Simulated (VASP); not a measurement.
A run of VASP 6.6.1:

INCAR

```
SYSTEM = H8C5S3O3
PREC = Accurate ; ENCUT = 1000
EDIFF = 1E-6 ; ISMEAR = -1
SIGMA = 0.05 ; LREAL = Auto
LASPH = .True. ; NELM = 120
ALGO = Normal ; ISIF = 2
LWAVE = .False. ; LCHARG = .True.
GGA = PE ; IVDW = 12
LELF = .True. ; LVHAR = .True.
NBANDS = 89 ; GGA_COMPAT = .False.
```

File KPOINTS:

```
regular mesh
0
Gamma
  1 1 1
  0 0 0
```

Contents of POSCAR:

```
H8C5S3O3
1.0
    9.0856030000      0.0000000000      0.0000000000
    0.0000000000      9.0856030000      0.0000000000
    0.0000000000      0.0000000000      9.0856030000
C H O S
10 16 6 6
Direct
    0.6234258750      0.7910867336      0.0142313064
    0.2581776906      0.3142224022      0.6968827496
    0.1647221434      0.8203638218      0.2574732794
    0.9324092193      0.1289512650      0.3591065997
    0.8704210386      0.4743108410      0.9520887056
    0.0263603858      0.0261732766      0.8146404812
    0.2822047144      0.7088247197      0.7531475897
    0.8977830090      0.6499183378      0.5352424049
    0.6103282303      0.1950778611      0.8887357284
    0.5003190212      0.4780970509      0.3429051434
    0.7090668611      0.8655782120     -0.0178414135
    0.6297985945      0.7712531573      0.1400787598
    0.6478931558      0.6837961113     -0.0438385873
    0.5162673298      0.8238968839     -0.0312252252
    0.3627387197      0.3727985914      0.7102555549
    0.1844566618      0.3454366210      0.7849671618
    0.2823918236      0.1936250131      0.6946484455
    0.1986439425      0.3436755931      0.5928610352
    0.1399686955      0.8149266482      0.3752420175
    0.0566610714      0.8208701173      0.2029144351
    0.2346349494      0.7397087458      0.1911815870
    0.1988200453      0.9358432236      0.2304635146
    0.8270667340      0.1568525501      0.3127695542
    1.0047324322      0.1231398730      0.2631636007
    0.9180018101      0.0220788868      0.4096701122
    0.9708986844      0.2130183324      0.4360745236
    0.8555073340      0.4588908408      0.8253607383
    0.0494408571      0.0013978159      0.6924361542
    0.3627717390      0.7117964542      0.6501604792
    0.9886080208      0.5670179514      0.5061524260
    0.6364684876      0.1581072825      0.7659480609
    0.4315068576      0.5556813345      0.2674561061
    0.9150520885      0.5059763232      1.1154020267
    0.0029167024      0.0491106644      0.9848658366
    0.1888372186      0.7024409937      0.8978050219
    0.7638678467      0.7535768402      0.5619329834
    0.5575854459      0.2318943498      1.0515317475
    0.6103282303      0.3751539661      0.4317269861
```

Potentials or basis: VASP PAW PBE potentials, release 64 (C_h, H_h, O_h, S).

Run with:

```sh
$ cat potpaw_PBE.64/C_h/POTCAR potpaw_PBE.64/H_h/POTCAR potpaw_PBE.64/O_h/POTCAR potpaw_PBE.64/S/POTCAR > POTCAR
$ mpirun -np 1 vasp_gam > vasp.out
```

Hardware: 1 thread of Intel(R) Xeon(R) Platinum 8259CL CPU @ 2.50GHz (Skylake/Cascade Lake) (shared host).

Q: Estimate the wall time of this run.

A: Run time: 5.9 min on 1 thread of Intel(R) Xeon(R) Platinum 8259CL CPU @ 2.50GHz (Skylake/Cascade Lake), with other jobs on the host, peak memory 1.4 GiB. Counts: scf iterations 18, k points 1.
